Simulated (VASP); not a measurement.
# Zr (P6_3/mmc) in VASP: single point with revPBE

Aim: the single point of Zr with revPBE.

Everything below comes from runs of VASP 6.6.1. Logs are shortened: lines on timing, memory, paths and dates and some standing lists are left out, and cuts for length are marked.

### Step 1. The cell of the first run

The structure is hexagonal, space group P6_3/mmc (No. 194). Conventional cell: a = 3.296 Å, b = 3.296 Å, c = 5.258 Å, α = 90.00°, β = 90.00°, γ = 120.00°. Within 4.3 Å of Zr (site symmetry -6m2) lie 12 Zr at 3.25 to 3.30 Å.

### Step 2. Single point, revPBE, collinear spin (24.74 Å³/atom)

File INCAR:

```
PREC = Accurate
ENCUT = 520
EDIFF = 1E-6
ISMEAR = -1
SIGMA = 0.05
LREAL = F
LASPH = T
NELM = 150
ALGO = Normal
ISIF = 2
LWAVE = F
LCHARG = T
ISPIN = 2
MAGMOM = 1 1
LORBIT = 11
LMAXMIX = 4
GGA = RE
LELF = T
LVHAR = T
NBANDS = 23
```

File KPOINTS:

```
regular mesh
0
Gamma
  18 18 10
```

File POSCAR:

```
Zr
1.0
    3.2963487256      0.0000000000      0.0000000000
   -1.6481743628      2.8547217361      0.0000000000
    0.0000000000      0.0000000000      5.2575598544
Zr
2
Direct
    0.3333333333      0.6666666667      0.2500000000
    0.6666666667      0.3333333333      0.7500000000
```

Potentials or basis: VASP PAW PBE potentials, release 64 (Zr_sv).

Run with:

```console
cat potpaw_PBE.64/Zr_sv/POTCAR > POTCAR
mpirun -np 1 vasp_std > vasp.out
```

OUTCAR:

```text
PREC = Accurate
   ENCUT = 520
   EDIFF = 1E-6
   ISMEAR = -1
   LREAL = F
   LASPH = T
   NELM = 150
   ISIF = 2
   ISPIN = 2
   LORBIT = 11
   GGA = RE

 ion  position               nearest neighbor table
   1  0.333  0.667  0.250-   2 3.25   2 3.25   2 3.25   2 3.25   2 3.25   2 3.25
   2  0.667  0.333  0.750-   1 3.25   1 3.25   1 3.25   1 3.25   1 3.25   1 3.25

  LATTYP: Found a hexagonal cell.
 ALAT       =     3.2963487256
 C/A-ratio  =     1.5949646994

  Lattice vectors:

 A1 = (   3.2963487256,   0.0000000000,   0.0000000000)
 A2 = (  -1.6481743628,   2.8547217361,   0.0000000000)
 A3 = (   0.0000000000,   0.0000000000,   5.2575598544)

Analysis of symmetry for initial positions (statically):
=====================================================================
 Subroutine PRICEL returns:
 Original cell was already a primitive cell.

 Routine SETGRP: Setting up the symmetry group for a
 hexagonal supercell.

 Subroutine GETGRP returns: Found 24 space group operations
 (whereof 12 operations were pure point group operations)
 out of a pool of 24 trial point group operations.

The static configuration has the point symmetry D_3d.
 The point group associated with its full space group is D_6h.

Analysis of symmetry for dynamics (positions and initial velocities):
=====================================================================
 Subroutine PRICEL returns:
 Original cell was already a primitive cell.

 Routine SETGRP: Setting up the symmetry group for a
 hexagonal supercell.

 Subroutine GETGRP returns: Found 24 space group operations
 (whereof 12 operations were pure point group operations)
 out of a pool of 24 trial point group operations.

The dynamic configuration has the point symmetry D_3d.
 The point group associated with its full space group is D_6h.

Analysis of structural, dynamic, and magnetic symmetry:
=====================================================================
 Subroutine PRICEL returns:
 Original cell was already a primitive cell.

 Routine SETGRP: Setting up the symmetry group for a
 hexagonal supercell.

 Subroutine GETGRP returns: Found 24 space group operations
 (whereof 12 operations were pure point group operations)
 out of a pool of 24 trial point group operations.

The overall configuration has the point symmetry D_3d.
 The point group associated with its full space group is D_6h.

 Subroutine INISYM returns: Found 24 space group operations
 (whereof 12 operations are pure point group operations),
 and found     1 'primitive' translations

----------------------------------------------------------------------------------------

                                     Primitive cell

  volume of cell :      49.4745

  direct lattice vectors                    reciprocal lattice vectors
     3.296348726  0.000000000  0.000000000     0.303365961  0.175148419  0.000000000
    -1.648174363  2.854721736  0.000000000     0.000000000  0.350296839  0.000000000
     0.000000000  0.000000000  5.257559854     0.000000000  0.000000000  0.190202304

  length of vectors
     3.296348726  3.296348726  5.257559854     0.350296839  0.350296839  0.190202304

  position of ions in fractional coordinates (direct lattice)
     0.333333333  0.666666667  0.250000000
     0.666666667  0.333333333  0.750000000

  ion indices of the primitive-cell ions
   primitive index   ion index
                 1           1
                 2           2

----------------------------------------------------------------------------------------

 KPOINTS: regular mesh

Automatic generation of k-mesh.
 Grid dimensions read from file:
 generate k-points for:   18   18   10

 Generating k-lattice:

  Cartesian coordinates                     Fractional coordinates (reciprocal lattice)
     0.016853665  0.009730468  0.000000000     0.055555556 -0.000000000  0.000000000
     0.000000000  0.019460935  0.000000000     0.000000000  0.055555556  0.000000000
     0.000000000  0.000000000  0.019020230     0.000000000  0.000000000  0.100000000

  Length of vectors
     0.019460935  0.019460935  0.019020230

  Shift w.r.t. Gamma in fractional coordinates (k-lattice)
     0.000000000  0.000000000  0.000000000

 Subroutine IBZKPT returns following result:
 ===========================================

 Found    222 irreducible k-points:

 Following reciprocal coordinates:
            Coordinates               Weight
  0.000000  0.000000  0.000000      1.000000
  0.055556  0.000000  0.000000      6.000000
  0.111111  0.000000  0.000000      6.000000
  0.166667  0.000000  0.000000      6.000000
  0.222222  0.000000  0.000000      6.000000
  0.277778 -0.000000  0.000000      6.000000
[... 16 lines left out ...]
  0.333333  0.111111  0.000000     12.000000
  0.388889  0.111111  0.000000     12.000000
 [... further k-points ...]
   k-points           NKPTS =    222   k-points in BZ     NKDIM =    222   number of bands    NBANDS=     23
   number of dos      NEDOS =    301   number of ions     NIONS =      2
   total plane-waves  NPLWV =  31360
   dimension x,y,z NGX =    28 NGY =   28 NGZ =   40
   dimension x,y,z NGXF=    56 NGYF=   56 NGZF=   80
   ions per type =               2
   NGX,Y,Z   is equivalent  to a cutoff of  14.12, 14.12, 12.65 a.u.
   NGXF,Y,Z  is equivalent  to a cutoff of  28.24, 28.24, 25.30 a.u.
 SYSTEM =  unknown system
   PREC   = accura    normal or accurate (medium, high low for compatibility)
   ISTART =      0    job   : 0-new  1-cont  2-samecut
   ICHARG =      2    charge: 1-file 2-atom 10-const
   ISPIN  =      2    spin polarized calculation?
   LNONCOLLINEAR =      F non collinear calculations
   LSORBIT =      F    spin-orbit coupling
   LASPH  =      T    aspherical Exc in radial PAW
   ENCUT  =  520.0 eV  38.22 Ry    6.18 a.u.   6.13  6.13  9.78*2*pi/ulx,y,z
   NELM   =    150;   NELMIN=  2; NELMDL= -5     # of ELM steps
   EDIFF  = 0.1E-05   stopping-criterion for ELM
   LREAL  =      F    real-space projection
   EDIFFG = 0.1E-04   stopping-criterion for IOM
   NSW    =      0    number of steps for IOM
   IBRION =     -1    ionic relax: 0-MD 1-quasi-New 2-CG
   NFREE  =      0    steps in history (QN), initial steepest desc. (CG)
   ISIF   =      2    stress and relaxation
   ISYM   =      2    0-nonsym 1-usesym 2-fastsym
   POTIM  = 0.5000    time-step for ionic-motion
   TEBEG  =    0.0;   TEEND  =   0.0 temperature during run
   PSTRESS=    0.0 pullay stress
   NELECT =      24.0000    total number of electrons
   NUPDOWN=      -1.0000    fix difference up-down
   EMIN   =  10.00;   EMAX   =-10.00  energy-range for DOS
   EFERMI =   0.00;   METHOD = LEGACY
   ISMEAR =    -1;   SIGMA  =   0.05  broadening in eV -4-tet -1-fermi 0-gaus
   EFERMI_NEDOS =   21; number of points for ismear=-14 and -15
   IALGO  =     38    algorithm
   IMIX   =      4    mixing-type and parameters
     AMIX     =   0.40;   BMIX     =  1.00
     AMIX_MAG =   1.60;   BMIX_MAG =  1.00
  volume/ion in A,a.u.               =      24.74       166.94
  Fermi-wavevector in a.u.,A,eV,Ry     =   1.286327  2.430806 22.512720  1.654638
  Thomas-Fermi vector in A             =   2.418408
   LORBIT       =     11    0 simple, 1 ext, 2 COOP (PROOUT), +10 PAW based schemes
   GGA     = RE    functional components
   LHFCALC =     F    Hartree Fock is set to
   AEXX    =    0.0000 exact exchange contribution
   IVDW    =     0    specifies the selected vdW correction
   LEPSILON=     F    determine dielectric tensor
   LRPA    =     F    only Hartree local field effects (RPA)
 spin polarized calculation
  energy-cutoff  :      520.00
  volume of cell :       49.47
 maximum number of plane-waves:      1350
 NGX is ok and might be reduce to    28
   NGX = 13   NGY = 13   NGZ = 19

 number of electron      24.0000001 magnetization      -0.0001053

 number of electron      24.0000001 magnetization       0.0003050

 Free energy of the ion-electron system (eV)
  ---------------------------------------------------
  ext. energy  EPLUGINS =         0.00000000
  ---------------------------------------------------
  free energy    TOTEN  =       -16.35363847 eV

  energy without entropy =      -16.33673002  energy(sigma->0) =      -16.34518425

 E-fermi :   8.4003     XC(G=0): -10.7548

 val. band max:        8.3981635256   @ k =   0.3333   0.2778   0.4000
 cond. band min:       8.4082812215   @ k =   0.3333   0.3333   0.3000
 fundamental gap:      0.0101176959
 Fermi energy:         8.4003181171

 spin component 1

 k-point     1 :       0.0000    0.0000    0.0000
  band No.  band energies     occupation
      1     -40.5925      1.00000
      2     -40.4741      1.00000
      3     -19.0096      1.00000
      4     -18.2945      1.00000
      5     -18.2945      1.00000
      6     -18.1894      1.00000
[... 15 lines left out ...]
     22      18.7263      0.00000
     23      20.3501      0.00000
[... 575 lines left out ...]
      1     -40.4881      1.00000
      2     -40.4491      1.00000
      3     -18.8237      1.00000
      4     -18.6916      1.00000
      5     -18.6587      1.00000
      6     -18.4936      1.00000
[... 15 lines left out ...]
     22      16.9468      0.00000
     23      18.1480      0.00000

 [... further k-points ...]

 spin component 2

 k-point     1 :       0.0000    0.0000    0.0000
  band No.  band energies     occupation
      1     -40.5925      1.00000
      2     -40.4740      1.00000
      3     -19.0095      1.00000
      4     -18.2945      1.00000
      5     -18.2945      1.00000
      6     -18.1894      1.00000
[... 15 lines left out ...]
     22      18.7264      0.00000
     23      20.3503      0.00000
[... 575 lines left out ...]
      1     -40.4880      1.00000
      2     -40.4490      1.00000
      3     -18.8236      1.00000
      4     -18.6915      1.00000
      5     -18.6587      1.00000
      6     -18.4935      1.00000
[... 15 lines left out ...]
     22      16.9468      0.00000
     23      18.1481      0.00000

 [... further k-points ...]

------------------------ aborting loop because EDIFF is reached ----------------------------------------

  FORCE on cell =-STRESS in cart. coord.  units (eV):
  Direction    XX          YY          ZZ          XY          YZ          ZX
  --------------------------------------------------------------------------------------
  -------------------------------------------------------------------------------------
  Total       -1.0079646     -1.0079646     -1.0207966      0.0000000      0.0000000     -0.0000000
  in kB      -32.6418448    -32.6418448    -33.0573964      0.0000000      0.0000000     -0.0000000
  external PRESSURE =     -32.7803620 kB  Pullay stress =       0.0000000 kB

 VOLUME and BASIS-vectors are now :
 -----------------------------------------------------------------------------
  energy-cutoff  :      520.00
  volume of cell :       49.47
      direct lattice vectors                 reciprocal lattice vectors
     3.296348726  0.000000000  0.000000000     0.303365961  0.175148419  0.000000000
    -1.648174363  2.854721736  0.000000000     0.000000000  0.350296839  0.000000000
     0.000000000  0.000000000  5.257559854     0.000000000  0.000000000  0.190202304

 POSITION                                       TOTAL-FORCE (eV/Angst)
 -----------------------------------------------------------------------------------
     -0.00000      1.90315      1.31439         0.000000     -0.000000      0.000000
      1.64817      0.95157      3.94317        -0.000000      0.000000      0.000000
 -----------------------------------------------------------------------------------
    total drift:                               -0.000000      0.000000     -0.000000

  FREE ENERGIE OF THE ION-ELECTRON SYSTEM (eV)
  ---------------------------------------------------
  free  energy   TOTEN  =       -16.3536384739 eV

  energy  without entropy=      -16.3367300162  energy(sigma->0) =      -16.34518425

 total charge

# of ion       s       p       d       tot
------------------------------------------
    1        2.221   5.961   1.562   9.743
    2        2.221   5.961   1.562   9.743
--------------------------------------------------
tot          4.442  11.921   3.124  19.487

 magnetization (x)

# of ion       s       p       d       tot
------------------------------------------
    1        0.000   0.000   0.000   0.000
    2        0.000   0.000   0.000   0.000
--------------------------------------------------
tot          0.000   0.000   0.000   0.000
```

Run time: 13 min. Hardware: 1 thread of AMD EPYC 7R13, shared host; peak memory 0.45 GiB.

What came out:

```
Free energy                                           : -16.3536 eV
Pressure                                              : -3.3 GPa
Band gap on the k mesh                                : zero (filled and empty bands overlap)
Net moment                                            : 0.00 μB per cell
Valence electrons inside the program's atomic spheres : Zr 9.74
```

Caveat: the cell stands under tension; the PAW data sets were made with another functional, which shifts forces and pressure a little.
